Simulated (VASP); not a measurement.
# LuCrB2O6 (R-3) in VASP: single point with PBE

Aim: the single point of LuCrB2O6 with PBE.

Program: VASP 6.6.1. These are calculated values, not measurements. Logs are shortened: lines on timing, memory, paths and dates and some standing lists are left out, and cuts for length are marked.

**1. The cell of the first run**

It takes space group R-3 (No. 148, trigonal). The conventional cell has a = 4.773 Å, b = 4.773 Å, c = 15.458 Å, α = 90.00°, β = 90.00°, γ = 120.00°. Within 3.3 Å of Lu (site symmetry -3) lie 12 O at 2.26 to 3.30 Å and 6 B at 3.10 Å. Cr (site symmetry -3) has 6 O at 2.02 Å within 2.7 Å. Within 1.9 Å of B (site symmetry 3) lie 3 O at 1.39 Å. Within 1.9 Å of O (site symmetry 1) lie 1 B at 1.39 Å.

**2. Single point, PBE**

Contents of INCAR:

```
SYSTEM = LuCrB2O6
PREC = Accurate ; ENCUT = 520
EDIFF = 1E-6 ; ISMEAR = 0
SIGMA = 0.05 ; LREAL = .FALSE.
LASPH = .TRUE. ; NELM = 60
ALGO = Normal ; ISIF = 2
LWAVE = .FALSE. ; LCHARG = .FALSE.
GGA = PE ; NBANDS = 50
```

Contents of KPOINTS:

```
Automatic mesh
0
G
  6 6 6
  0 0 0
```

Contents of POSCAR:

```
LuCrB2O6
1.0
    2.3866734782      1.3779465734      5.1526325264
   -2.3866734782      1.3779465734      5.1526325264
    0.0000000000     -2.7558931519      5.1526325251
Lu Cr B O
1 1 2 6
Direct
    0.5000000000      0.5000000000      0.5000000000
    1.0000000000      0.0000000000      0.0000000000
    0.7408351145      0.7408351145      0.7408351145
    0.2591648855      0.2591648855      0.2591648855
    0.7687576723      0.0207476711      0.4420673076
    0.0207476711      0.4420673076      0.7687576723
    0.4420673076      0.7687576723      0.0207476711
    0.9792523289      0.5579326924      0.2312423277
    0.5579326924      0.2312423277      0.9792523289
    0.2312423277      0.9792523289      0.5579326924
```

Potentials or basis: VASP PAW PBE potentials, release 64 (Lu, Cr_pv, B, O).

Launch:

```sh
$ cat potpaw_PBE.64/Lu/POTCAR potpaw_PBE.64/Cr_pv/POTCAR potpaw_PBE.64/B/POTCAR potpaw_PBE.64/O/POTCAR > POTCAR
$ mpirun -np 1 vasp_std > vasp.out
```

OUTCAR:

```text
SYSTEM = LuCrB2O6
   PREC = Accurate
   ENCUT = 520
   EDIFF = 1E-6
   ISMEAR = 0
   LREAL = .FALSE.
   LASPH = .TRUE.
   NELM = 60
   ISIF = 2
   GGA = PE

 ion  position               nearest neighbor table
   1  0.500  0.500  0.500-   6 2.26   8 2.26   5 2.26  10 2.26   9 2.26   7 2.26
   2  0.000  0.000  0.000-   6 2.02   8 2.02   7 2.02   9 2.02   5 2.02  10 2.02
   3  0.741  0.741  0.741-   5 1.39   7 1.39   6 1.39
   4  0.259  0.259  0.259-  10 1.39   9 1.39   8 1.39
   5  0.769  0.021  0.442-   3 1.39   2 2.02   1 2.26
   6  0.021  0.442  0.769-   3 1.39   2 2.02   1 2.26
   7  0.442  0.769  0.021-   3 1.39   2 2.02   1 2.26
   8  0.979  0.558  0.231-   4 1.39   2 2.02   1 2.26
   9  0.558  0.231  0.979-   4 1.39   2 2.02   1 2.26
  10  0.231  0.979  0.558-   4 1.39   2 2.02   1 2.26

  LATTYP: Found a trigonal (rhomboedric) cell.
 ALAT       =     5.8433354347
 COS(alpha) =     0.6663475066

  Lattice vectors:

 A1 = (   2.3866734782,   1.3779465734,   5.1526325264)
 A2 = (  -2.3866734782,   1.3779465734,   5.1526325264)
 A3 = (   0.0000000000,  -2.7558931519,   5.1526325251)

Analysis of symmetry for initial positions (statically):
=====================================================================
 Subroutine PRICEL returns:
 Original cell was already a primitive cell.

 Routine SETGRP: Setting up the symmetry group for a
 trigonal (rhombohedral) supercell.

 Subroutine GETGRP returns: Found  6 space group operations
 (whereof  6 operations were pure point group operations)
 out of a pool of 12 trial point group operations.

The static configuration has the point symmetry S_6 .

Analysis of symmetry for dynamics (positions and initial velocities):
=====================================================================
 Subroutine PRICEL returns:
 Original cell was already a primitive cell.

 Routine SETGRP: Setting up the symmetry group for a
 trigonal (rhombohedral) supercell.

 Subroutine GETGRP returns: Found  6 space group operations
 (whereof  6 operations were pure point group operations)
 out of a pool of 12 trial point group operations.

The dynamic configuration has the point symmetry S_6 .

 Subroutine INISYM returns: Found  6 space group operations
 (whereof  6 operations are pure point group operations),
 and found     1 'primitive' translations

----------------------------------------------------------------------------------------

                                     Primitive cell

  volume of cell :     101.6730

  direct lattice vectors                    reciprocal lattice vectors
     2.386673478  1.377946573  5.152632526     0.209496609  0.120952923  0.064691851
    -2.386673478  1.377946573  5.152632526    -0.209496609  0.120952923  0.064691851
     0.000000000 -2.755893152  5.152632525     0.000000000 -0.241905847  0.064691850

  length of vectors
     5.843335435  5.843335435  5.843335435     0.250406618  0.250406618  0.250406618

  position of ions in fractional coordinates (direct lattice)
     0.500000000  0.500000000  0.500000000
     0.000000000  0.000000000  0.000000000
     0.740835115  0.740835115  0.740835115
     0.259164885  0.259164885  0.259164885
     0.768757672  0.020747671  0.442067308
     0.020747671  0.442067308  0.768757672
     0.442067308  0.768757672  0.020747671
     0.979252329  0.557932692  0.231242328
     0.557932692  0.231242328  0.979252329
     0.231242328  0.979252329  0.557932692

  ion indices of the primitive-cell ions
   primitive index   ion index
                 1           1
                 2           2
                 3           3
                 4           4
                 5           5
                 6           6
                 7           7
                 8           8
                 9           9
                10          10

----------------------------------------------------------------------------------------

 KPOINTS: Automatic mesh

Automatic generation of k-mesh.
 Grid dimensions read from file:
 generate k-points for:    6    6    6

 Generating k-lattice:

  Cartesian coordinates                     Fractional coordinates (reciprocal lattice)
     0.034916101  0.020158821  0.010781975     0.166666667  0.000000000 -0.000000000
    -0.034916101  0.020158821  0.010781975     0.000000000  0.166666667 -0.000000000
     0.000000000 -0.040317641  0.010781975    -0.000000000 -0.000000000  0.166666667

  Length of vectors
     0.041734436  0.041734436  0.041734436

  Shift w.r.t. Gamma in fractional coordinates (k-lattice)
     0.000000000  0.000000000  0.000000000

 Subroutine IBZKPT returns following result:
 ===========================================

 Found     40 irreducible k-points:

 Following reciprocal coordinates:
            Coordinates               Weight
  0.000000  0.000000  0.000000      1.000000
  0.166667 -0.000000  0.000000      6.000000
  0.333333  0.000000  0.000000      6.000000
  0.500000 -0.000000 -0.000000      3.000000
  0.166667  0.166667  0.000000      6.000000
  0.333333  0.166667  0.000000      6.000000
[... 16 lines left out ...]
  0.333333  0.333333  0.166667      6.000000
  0.500000  0.333333  0.166667      6.000000
 [... further k-points ...]
   k-points           NKPTS =     40   k-points in BZ     NKDIM =     40   number of bands    NBANDS=     50
   number of dos      NEDOS =    301   number of ions     NIONS =     10
   total plane-waves  NPLWV = 110592
   dimension x,y,z NGX =    48 NGY =   48 NGZ =   48
   dimension x,y,z NGXF=    96 NGYF=   96 NGZF=   96
   ions per type =               1   1   2   6
   NGX,Y,Z   is equivalent  to a cutoff of  13.66, 13.66, 13.66 a.u.
   NGXF,Y,Z  is equivalent  to a cutoff of  27.31, 27.31, 27.31 a.u.
 SYSTEM =  LuCrB2O6
   PREC   = accura    normal or accurate (medium, high low for compatibility)
   ISTART =      0    job   : 0-new  1-cont  2-samecut
   ICHARG =      2    charge: 1-file 2-atom 10-const
   ISPIN  =      1    spin polarized calculation?
   LNONCOLLINEAR =      F non collinear calculations
   LSORBIT =      F    spin-orbit coupling
   LASPH  =      T    aspherical Exc in radial PAW
   ENCUT  =  520.0 eV  38.22 Ry    6.18 a.u.  10.86 10.86 10.86*2*pi/ulx,y,z
   NELM   =     60;   NELMIN=  2; NELMDL= -5     # of ELM steps
   EDIFF  = 0.1E-05   stopping-criterion for ELM
   LREAL  =      F    real-space projection
   EDIFFG = 0.1E-04   stopping-criterion for IOM
   NSW    =      0    number of steps for IOM
   IBRION =     -1    ionic relax: 0-MD 1-quasi-New 2-CG
   NFREE  =      0    steps in history (QN), initial steepest desc. (CG)
   ISIF   =      2    stress and relaxation
   ISYM   =      2    0-nonsym 1-usesym 2-fastsym
   POTIM  = 0.5000    time-step for ionic-motion
   TEBEG  =    0.0;   TEEND  =   0.0 temperature during run
   PSTRESS=    0.0 pullay stress
   NELECT =      79.0000    total number of electrons
   NUPDOWN=      -1.0000    fix difference up-down
   EMIN   =  10.00;   EMAX   =-10.00  energy-range for DOS
   EFERMI =   0.00;   METHOD = LEGACY
   ISMEAR =     0;   SIGMA  =   0.05  broadening in eV -4-tet -1-fermi 0-gaus
   EFERMI_NEDOS =   21; number of points for ismear=-14 and -15
   IALGO  =     38    algorithm
   IMIX   =      4    mixing-type and parameters
     AMIX     =   0.40;   BMIX     =  1.00
     AMIX_MAG =   1.60;   BMIX_MAG =  1.00
  volume/ion in A,a.u.               =      10.17        68.61
  Fermi-wavevector in a.u.,A,eV,Ry     =   1.505042  2.844117 30.819252  2.265151
  Thomas-Fermi vector in A             =   2.615942
   LORBIT       =      0    0 simple, 1 ext, 2 COOP (PROOUT), +10 PAW based schemes
   GGA     = PE    functional components
   LHFCALC =     F    Hartree Fock is set to
   AEXX    =    0.0000 exact exchange contribution
   IVDW    =     0    specifies the selected vdW correction
   LEPSILON=     F    determine dielectric tensor
   LRPA    =     F    only Hartree local field effects (RPA)
 non-spin polarized calculation
 Gauss-broadening in eV      SIGMA  =   0.05
  energy-cutoff  :      520.00
  volume of cell :      101.67
 maximum number of plane-waves:      2780
 NGX is ok and might be reduce to    48
   NGX = 21   NGY = 21   NGZ = 21

 number of electron      78.9999998 magnetization

 Free energy of the ion-electron system (eV)
  ---------------------------------------------------
  ext. energy  EPLUGINS =         0.00000000
  ---------------------------------------------------
  free energy    TOTEN  =       -81.27797945 eV

  energy without entropy =      -81.23901837  energy(sigma->0) =      -81.25849891

 E-fermi :   4.8018     XC(G=0): -11.1917

 val. band max:        4.7989953562   @ k =   0.5000  -0.1667  -0.3333
 cond. band min:       4.8018786270   @ k =   0.5000   0.5000   0.0000
 fundamental gap:      0.0028832708
 Fermi energy:         4.8017909599

 k-point     1 :       0.0000    0.0000    0.0000
  band No.  band energies     occupation
      1     -51.4056      2.00000
      2     -39.1244      2.00000
      3     -38.9300      2.00000
      4     -38.9300      2.00000
      5     -22.2624      2.00000
      6     -22.2624      2.00000
[... 42 lines left out ...]
     49      10.8311      0.00000
     50      11.2645      0.00000

 k-point     2 :       0.1667   -0.0000    0.0000
  band No.  band energies     occupation
      1     -51.4055      2.00000
      2     -39.1244      2.00000
      3     -38.9301      2.00000
      4     -38.9301      2.00000
      5     -22.2745      2.00000
      6     -22.2654      2.00000
[... 42 lines left out ...]
     49      10.6688      0.00000
     50      11.2630      0.00000

 k-point     3 :       0.3333    0.0000    0.0000
  band No.  band energies     occupation
      1     -51.4054      2.00000
      2     -39.1244      2.00000
      3     -38.9305      2.00000
      4     -38.9301      2.00000
      5     -22.2982      2.00000
      6     -22.2711      2.00000
[... 1102 lines left out ...]
     49      10.3855      0.00000
     50      11.2670      0.00000

 k-point    24 :       0.5000    0.3333    0.1667
  band No.  band energies     occupation
      1     -51.4054      2.00000
      2     -39.1244      2.00000
      3     -38.9304      2.00000
      4     -38.9301      2.00000
      5     -22.2895      2.00000
      6     -22.2727      2.00000
[... 42 lines left out ...]
     49      10.6551      0.00000
     50      11.4256      0.00000

 [... further k-points ...]

------------------------ aborting loop because EDIFF is reached ----------------------------------------

  FORCE on cell =-STRESS in cart. coord.  units (eV):
  Direction    XX          YY          ZZ          XY          YZ          ZX
  --------------------------------------------------------------------------------------
  -------------------------------------------------------------------------------------
  Total       -0.0298878     -0.0298878     -1.0361597     -0.0000001      0.0000000      0.0000000
  in kB       -0.4709765     -0.4709765    -16.3279428     -0.0000016      0.0000000      0.0000000
  external PRESSURE =      -5.7566319 kB  Pullay stress =       0.0000000 kB

 VOLUME and BASIS-vectors are now :
 -----------------------------------------------------------------------------
  energy-cutoff  :      520.00
  volume of cell :      101.67
      direct lattice vectors                 reciprocal lattice vectors
     2.386673478  1.377946573  5.152632526     0.209496609  0.120952923  0.064691851
    -2.386673478  1.377946573  5.152632526    -0.209496609  0.120952923  0.064691851
     0.000000000 -2.755893152  5.152632525     0.000000000 -0.241905847  0.064691850

 POSITION                                       TOTAL-FORCE (eV/Angst)
 -----------------------------------------------------------------------------------
      0.00000     -0.00000      7.72895         0.000000      0.000000     -0.000000
      0.00000      0.00000      0.00000         0.000000      0.000000     -0.000000
      0.00000     -0.00000     11.45175         0.000000     -0.000000      0.027072
      0.00000     -0.00000      4.00614         0.000000      0.000000     -0.027072
      1.78526     -0.13039      6.34584         0.019177      0.192514     -0.153659
     -1.00555     -1.48088      6.34584         0.157134     -0.112865     -0.153659
     -0.77970      1.61127      6.34584        -0.176311     -0.079650     -0.153659
      1.00555      1.48088      9.11206        -0.157134      0.112865      0.153659
      0.77970     -1.61127      9.11206         0.176311      0.079650      0.153659
     -1.78526      0.13039      9.11206        -0.019177     -0.192514      0.153659
 -----------------------------------------------------------------------------------
    total drift:                                0.000000     -0.000000     -0.000000

  FREE ENERGIE OF THE ION-ELECTRON SYSTEM (eV)
  ---------------------------------------------------
  free  energy   TOTEN  =       -81.2779794466 eV

  energy  without entropy=      -81.2390183736  energy(sigma->0) =      -81.25849891
```

Run time: 7 min. Hardware: 1 thread of Intel Xeon Platinum 8488C (Sapphire Rapids), shared host; peak memory 0.45 GiB.

Results:

```
Free energy            : -81.2780 eV
Pressure               : -0.6 GPa
Largest force          : 0.247 eV/Å
Band gap on the k mesh : zero (an odd number of electrons rules out a gap without spin polarisation)
```

Forces in eV/Å, atoms in the order of the input:
```
Lu   0.000  0.000  0.000
Cr   0.000  0.000  0.000
B    0.000  0.000  0.027
B    0.000  0.000 -0.027
O    0.019  0.193 -0.154
O    0.157 -0.113 -0.154
O   -0.176 -0.080 -0.154
O   -0.157  0.113  0.154
O    0.176  0.080  0.154
O   -0.019 -0.193  0.154
```

Stress tensor (GPa, compression positive):
```
-0.05  0.00  0.00
 0.00 -0.05  0.00
 0.00  0.00 -1.63
```

Caveat: spin-orbit coupling is left out, which moves the levels of the heavy elements; an odd number of electrons without spin polarisation forces a metal; a magnetic or distorted state may lie lower; the run has no spin polarisation, though such a crystal can be magnetic; semilocal functionals often make such compounds metallic where correlation or magnetic order opens a gap, which also shifts bond lengths. Spin polarisation is off, so any magnetic state and its effect on volume and gap are missing.
